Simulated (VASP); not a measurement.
# BaTiO3 (Pm-3m) in VASP: notebook

BaTiO3 is run at these levels: PBEsol+D3(BJ), PBEsol+D4, PBEsol; tasks: relaxation of cell and atoms, single point.

Everything below comes from runs of VASP 6.6.1. Logs are shortened: lines on timing, memory, paths and dates and some standing lists are left out, and cuts for length are marked.

**1. The cell of the first run**

Symmetry: Pm-3m, No. 221, cubic system. Conventional cell: a = 4.006 Å, b = 4.006 Å, c = 4.006 Å, α = 90.00°, β = 90.00°, γ = 90.00°. Ba (site symmetry m-3m) has 12 O at 2.83 Å and 8 Ti at 3.47 Å within 3.7 Å. Ti (site symmetry m-3m) has 6 O at 2.00 Å within 2.7 Å. O (site symmetry 4/mmm) has 2 Ti at 2.00 Å within 2.7 Å.

**2. Relaxation of cell and atoms, PBEsol+D3(BJ)**

The input, INCAR:

```
SYSTEM = BaTiO3
  PREC = Accurate
  ENCUT = 600
  EDIFF = 1E-6
  ISMEAR = -1
  SIGMA = 0.05
  LREAL = .False.
  LASPH = .True.
  NELM = 60
  ALGO = Normal
  ISIF = 3
  LWAVE = .False.
  LCHARG = .False.
  GGA = PS
  IVDW = 12
  IBRION = 2
  NSW = 60
  EDIFFG = -0.01
```

The input, KPOINTS:

```
Automatic mesh
0
Gamma
  7 7 7
  0 0 0
```

The input, POSCAR:

```
BaTiO3
1.0
    4.0060000000      0.0000000000      0.0000000000
    0.0000000000      4.0060000000      0.0000000000
    0.0000000000      0.0000000000      4.0060000000
Ba Ti O
1 1 3
Direct
    0.5000000000      0.5000000000      0.5000000000
    0.0000000000      0.0000000000      0.0000000000
    0.0000000000      0.0000000000      0.5000000000
    0.0000000000      0.5000000000      0.0000000000
    0.5000000000      0.0000000000      0.0000000000
```

Potentials or basis: VASP PAW PBE potentials, release 64 (Ba_sv, Ti_sv, O).

Command:

```bash
$ cat potpaw_PBE.64/Ba_sv/POTCAR potpaw_PBE.64/Ti_sv/POTCAR potpaw_PBE.64/O/POTCAR > POTCAR
$ mpirun -np 1 vasp_std > vasp.out
```

OUTCAR:

```text
SYSTEM = BaTiO3
   PREC = Accurate
   ENCUT = 600
   EDIFF = 1E-6
   ISMEAR = -1
   LREAL = .False.
   LASPH = .True.
   NELM = 60
   ISIF = 3
   GGA = PS
   IVDW = 12
   IBRION = 2
   NSW = 60
   EDIFFG = -0.01
 IVDW          = 12

 ion  position               nearest neighbor table
   1  0.500  0.500  0.500-   3 2.83   4 2.83   5 2.83   4 2.83   5 2.83   3 2.83   5 2.83   5 2.83
                             3 2.83   4 2.83   4 2.83   3 2.83   2 3.47   2 3.47   2 3.47   2 3.47
   2  0.000  0.000  0.000-   3 2.00   4 2.00   5 2.00   3 2.00   4 2.00   5 2.00   1 3.47   1 3.47
                             1 3.47   1 3.47   1 3.47   1 3.47   1 3.47   1 3.47
   3  0.000  0.000  0.500-   2 2.00   2 2.00   1 2.83   1 2.83   1 2.83   1 2.83
   4  0.000  0.500  0.000-   2 2.00   2 2.00   1 2.83   1 2.83   1 2.83   1 2.83
   5  0.500  0.000  0.000-   2 2.00   2 2.00   1 2.83   1 2.83   1 2.83   1 2.83

  LATTYP: Found a simple cubic cell.
 ALAT       =     4.0060000000

  Lattice vectors:

 A1 = (   4.0060000000,   0.0000000000,   0.0000000000)
 A2 = (   0.0000000000,   4.0060000000,   0.0000000000)
 A3 = (   0.0000000000,   0.0000000000,   4.0060000000)

Analysis of symmetry for initial positions (statically):
=====================================================================
 Subroutine PRICEL returns:
 Original cell was already a primitive cell.

 Routine SETGRP: Setting up the symmetry group for a
 simple cubic supercell.

 Subroutine GETGRP returns: Found 48 space group operations
 (whereof 48 operations were pure point group operations)
 out of a pool of 48 trial point group operations.

The static configuration has the point symmetry O_h .

Analysis of symmetry for dynamics (positions and initial velocities):
=====================================================================
 Subroutine PRICEL returns:
 Original cell was already a primitive cell.

 Routine SETGRP: Setting up the symmetry group for a
 simple cubic supercell.

 Subroutine GETGRP returns: Found 48 space group operations
 (whereof 48 operations were pure point group operations)
 out of a pool of 48 trial point group operations.

The dynamic configuration has the point symmetry O_h .

 Subroutine INISYM returns: Found 48 space group operations
 (whereof 48 operations are pure point group operations),
 and found     1 'primitive' translations

----------------------------------------------------------------------------------------

                                     Primitive cell

  volume of cell :      64.2884

  direct lattice vectors                    reciprocal lattice vectors
     4.006000000  0.000000000  0.000000000     0.249625562  0.000000000  0.000000000
     0.000000000  4.006000000  0.000000000     0.000000000  0.249625562  0.000000000
     0.000000000  0.000000000  4.006000000     0.000000000  0.000000000  0.249625562

  length of vectors
     4.006000000  4.006000000  4.006000000     0.249625562  0.249625562  0.249625562

  position of ions in fractional coordinates (direct lattice)
     0.500000000  0.500000000  0.500000000
     0.000000000  0.000000000  0.000000000
     0.000000000  0.000000000  0.500000000
     0.000000000  0.500000000  0.000000000
     0.500000000  0.000000000  0.000000000

  ion indices of the primitive-cell ions
   primitive index   ion index
                 1           1
                 2           2
                 3           3
                 4           4
                 5           5

----------------------------------------------------------------------------------------

 KPOINTS: Automatic mesh

Automatic generation of k-mesh.
 Grid dimensions read from file:
 generate k-points for:    7    7    7

 Generating k-lattice:

  Cartesian coordinates                     Fractional coordinates (reciprocal lattice)
     0.035660795  0.000000000  0.000000000     0.142857143  0.000000000  0.000000000
     0.000000000  0.035660795  0.000000000     0.000000000  0.142857143  0.000000000
     0.000000000  0.000000000  0.035660795     0.000000000  0.000000000  0.142857143

  Length of vectors
     0.035660795  0.035660795  0.035660795

  Shift w.r.t. Gamma in fractional coordinates (k-lattice)
     0.000000000  0.000000000  0.000000000

 Subroutine IBZKPT returns following result:
 ===========================================

 Found     20 irreducible k-points:

 Following reciprocal coordinates:
            Coordinates               Weight
  0.000000  0.000000  0.000000      1.000000
  0.142857  0.000000  0.000000      6.000000
  0.285714  0.000000  0.000000      6.000000
  0.428571  0.000000  0.000000      6.000000
  0.142857  0.142857  0.000000     12.000000
  0.285714  0.142857  0.000000     24.000000
[... 12 lines left out ...]
  0.428571  0.428571  0.285714     24.000000
  0.428571  0.428571  0.428571      8.000000
   k-points           NKPTS =     20   k-points in BZ     NKDIM =     20   number of bands    NBANDS=     24
   number of dos      NEDOS =    301   number of ions     NIONS =      5
   total plane-waves  NPLWV =  32768
   dimension x,y,z NGX =    32 NGY =   32 NGZ =   32
   dimension x,y,z NGXF=    64 NGYF=   64 NGZF=   64
   ions per type =               1   1   3
   NGX,Y,Z   is equivalent  to a cutoff of  13.28, 13.28, 13.28 a.u.
   NGXF,Y,Z  is equivalent  to a cutoff of  26.56, 26.56, 26.56 a.u.
 SYSTEM =  BaTiO3
   PREC   = accura    normal or accurate (medium, high low for compatibility)
   ISTART =      0    job   : 0-new  1-cont  2-samecut
   ICHARG =      2    charge: 1-file 2-atom 10-const
   ISPIN  =      1    spin polarized calculation?
   LNONCOLLINEAR =      F non collinear calculations
   LSORBIT =      F    spin-orbit coupling
   LASPH  =      T    aspherical Exc in radial PAW
   ENCUT  =  600.0 eV  44.10 Ry    6.64 a.u.   8.00  8.00  8.00*2*pi/ulx,y,z
   NELM   =     60;   NELMIN=  2; NELMDL= -5     # of ELM steps
   EDIFF  = 0.1E-05   stopping-criterion for ELM
   LREAL  =      F    real-space projection
   EDIFFG = -.1E-01   stopping-criterion for IOM
   NSW    =     60    number of steps for IOM
   IBRION =      2    ionic relax: 0-MD 1-quasi-New 2-CG
   NFREE  =      1    steps in history (QN), initial steepest desc. (CG)
   ISIF   =      3    stress and relaxation
   ISYM   =      2    0-nonsym 1-usesym 2-fastsym
   POTIM  = 0.5000    time-step for ionic-motion
   TEBEG  =    0.0;   TEEND  =   0.0 temperature during run
   PSTRESS=    0.0 pullay stress
   NELECT =      40.0000    total number of electrons
   NUPDOWN=      -1.0000    fix difference up-down
   EMIN   =  10.00;   EMAX   =-10.00  energy-range for DOS
   EFERMI =   0.00;   METHOD = LEGACY
   ISMEAR =    -1;   SIGMA  =   0.05  broadening in eV -4-tet -1-fermi 0-gaus
   EFERMI_NEDOS =   21; number of points for ismear=-14 and -15
   IALGO  =     38    algorithm
   IMIX   =      4    mixing-type and parameters
     AMIX     =   0.40;   BMIX     =  1.00
     AMIX_MAG =   1.60;   BMIX_MAG =  1.00
  volume/ion in A,a.u.               =      12.86        86.77
  Fermi-wavevector in a.u.,A,eV,Ry     =   1.397603  2.641087 26.576187  1.953295
  Thomas-Fermi vector in A             =   2.520843
   LORBIT       =      0    0 simple, 1 ext, 2 COOP (PROOUT), +10 PAW based schemes
   GGA     = PS    functional components
   LHFCALC =     F    Hartree Fock is set to
   AEXX    =    0.0000 exact exchange contribution
   IVDW    =    12    specifies the selected vdW correction
   LEPSILON=     F    determine dielectric tensor
   LRPA    =     F    only Hartree local field effects (RPA)
 conjugate gradient relaxation of ions
 non-spin polarized calculation
  energy-cutoff  :      600.00
  volume of cell :       64.29
 maximum number of plane-waves:      2170
   NGX = 17   NGY = 17   NGZ = 17

--------------------------------------- Ionic step        1  -------------------------------------------

 number of electron      39.9999998 magnetization

 Free energy of the ion-electron system (eV)
  ---------------------------------------------------
  ext. energy  EPLUGINS =         0.00000000
  ---------------------------------------------------
  free energy    TOTEN  =       -41.97896119 eV

  energy without entropy =      -41.97896119  energy(sigma->0) =      -41.97896119

------------------------ aborting loop because EDIFF is reached ----------------------------------------

 Edisp (eV)   -1.31728

 E8    (eV) :    -0.9120

  FORCE on cell =-STRESS in cart. coord.  units (eV):
  Direction    XX          YY          ZZ          XY          YZ          ZX
  --------------------------------------------------------------------------------------
  -------------------------------------------------------------------------------------
  Total      -2.55708    -2.55708    -2.55708    -0.00000     0.00000    -0.00000
  in kB     -63.72679   -63.72679   -63.72679    -0.00000     0.00000    -0.00000
  external pressure =      -63.73 kB  Pullay stress =        0.00 kB

 VOLUME and BASIS-vectors are now :
 -----------------------------------------------------------------------------
  energy-cutoff  :      600.00
  volume of cell :       64.29
      direct lattice vectors                 reciprocal lattice vectors
     4.006000000  0.000000000  0.000000000     0.249625562  0.000000000  0.000000000
     0.000000000  4.006000000  0.000000000     0.000000000  0.249625562  0.000000000
     0.000000000  0.000000000  4.006000000     0.000000000  0.000000000  0.249625562

 POSITION                                       TOTAL-FORCE (eV/Angst)
 -----------------------------------------------------------------------------------
      2.00300      2.00300      2.00300         0.000000      0.000000      0.000000
      0.00000      0.00000      0.00000         0.000000      0.000000      0.000000
      0.00000      0.00000      2.00300         0.000000      0.000000      0.000000
      0.00000      2.00300      0.00000         0.000000      0.000000      0.000000
      2.00300      0.00000      0.00000         0.000000      0.000000      0.000000
 -----------------------------------------------------------------------------------
    total drift:                                0.000000      0.000000     -0.000000
[... 34 lines left out ...]
 POSITION                                       TOTAL-FORCE (eV/Angst)
 -----------------------------------------------------------------------------------
      1.95358      1.95358      1.95358        -0.000000      0.000000      0.000000
      0.00000      0.00000      0.00000         0.000000      0.000000      0.000000
     -0.00000      0.00000      1.95358         0.000000      0.000000      0.000000
     -0.00000      1.95358      0.00000         0.000000      0.000000      0.000000
      1.95358      0.00000     -0.00000         0.000000      0.000000      0.000000
 -----------------------------------------------------------------------------------
    total drift:                                0.000000      0.000000     -0.000000

  FREE ENERGIE OF THE ION-ELECTRON SYSTEM (eV)
  ---------------------------------------------------
  free  energy   TOTEN  =       -43.2903986480 eV

  energy  without entropy=      -43.2903986471  energy(sigma->0) =      -43.29039865

--------------------------------------- Ionic step        3  -------------------------------------------

 number of electron      39.9999977 magnetization

 Free energy of the ion-electron system (eV)
  ---------------------------------------------------
  ext. energy  EPLUGINS =         0.00000000
  ---------------------------------------------------
  free energy    TOTEN  =       -41.97564086 eV

  energy without entropy =      -41.97564086  energy(sigma->0) =      -41.97564086

 E-fermi :   4.8422     XC(G=0): -11.6983

 val. band max:        3.8919952868   @ k =   0.4286   0.4286   0.4286
 cond. band min:       5.7209180587   @ k =   0.0000   0.0000   0.0000
 fundamental gap:      1.8289227719
 Fermi energy:         4.8421582042

 k-point     1 :       0.0000    0.0000    0.0000
  band No.  band energies     occupation
      1     -52.2670      2.00000
      2     -28.6118      2.00000
      3     -28.6118      2.00000
      4     -28.6118      2.00000
      5     -20.7290      2.00000
      6     -12.9340      2.00000
[... 16 lines left out ...]
     23       5.7209      0.00000
     24       8.1294      0.00000

 k-point     2 :       0.1429    0.0000    0.0000
  band No.  band energies     occupation
      1     -52.2668      2.00000
      2     -28.6240      2.00000
      3     -28.6113      2.00000
      4     -28.6113      2.00000
      5     -20.7017      2.00000
      6     -12.9563      2.00000
[... 519 lines left out ...]
 VOLUME and BASIS-vectors are now :
 -----------------------------------------------------------------------------
  energy-cutoff  :      600.00
  volume of cell :       61.97
      direct lattice vectors                 reciprocal lattice vectors
     3.957234646  0.000000000 -0.000000000     0.252701720  0.000000000  0.000000000
    -0.000000000  3.957234646  0.000000000     0.000000000  0.252701720  0.000000000
    -0.000000000  0.000000000  3.957234646     0.000000000 -0.000000000  0.252701720

 POSITION                                       TOTAL-FORCE (eV/Angst)
 -----------------------------------------------------------------------------------
      1.97862      1.97862      1.97862        -0.000000      0.000000      0.000000
      0.00000      0.00000      0.00000         0.000000      0.000000      0.000000
     -0.00000      0.00000      1.97862         0.000000      0.000000      0.000000
     -0.00000      1.97862      0.00000         0.000000      0.000000      0.000000
      1.97862      0.00000     -0.00000         0.000000      0.000000      0.000000
 -----------------------------------------------------------------------------------
    total drift:                                0.000000      0.000000     -0.000000

  FREE ENERGIE OF THE ION-ELECTRON SYSTEM (eV)
  ---------------------------------------------------
  free  energy   TOTEN  =       -43.3443691635 eV

  energy  without entropy=      -43.3443691617  energy(sigma->0) =      -43.34436916

 reached required accuracy - stopping structural energy minimisation
```

It took 43 s on 1 thread of AMD EPYC 9R45 (Zen 5), shared host; peak memory 0.19 GiB.

Results:

```yaml
Free_energy: -43.3444 eV
Relaxed_volume: 12.39 Å³/atom
Relaxed_cell: a = 3.957 Å, b = 3.957 Å, c = 3.957 Å, α = 90.00°, β = 90.00°, γ = 90.00°
Space_group_after_relaxing_to_0.05_Å: Pm-3m (No. 221)
Energy_gained_by_relaxing: 9.6 meV/atom
Ionic_steps: 3
Pressure_after_relaxing: 0.0 GPa
Band_gap_on_the_k_mesh: 1.83 eV, indirect (least direct gap 1.87 eV)
Dispersion_energy_per_atom: -0.274 eV
```

The path:
```tsv
step	energy change (eV)	largest force (eV/Å)	pressure (GPa)	volume (Å³)
1	0.0000	0.0000	-6.37	64.29
2	0.0058	0.0000	7.75	59.65
3	-0.0481	0.0000	-0.04	61.97
```

Final structure:
```xyz
5
Lattice="3.9572 0.0000 0.0000 0.0000 3.9572 0.0000 0.0000 0.0000 3.9572" Properties=species:S:1:pos:R:3 pbc="T T T"
Ba    1.9786    1.9786    1.9786
Ti    0.0000    0.0000    0.0000
O     0.0000    0.0000    1.9786
O     0.0000    1.9786    0.0000
O     1.9786    0.0000    0.0000
```

Caveat: the PAW data sets were made with another functional, which shifts forces and pressure a little; spin-orbit coupling is left out, which moves the levels of the heavy elements. Expect the measured gap to be larger: semilocal functionals such as PBEsol lack the derivative discontinuity.

(Continued in part 2 of 2.)
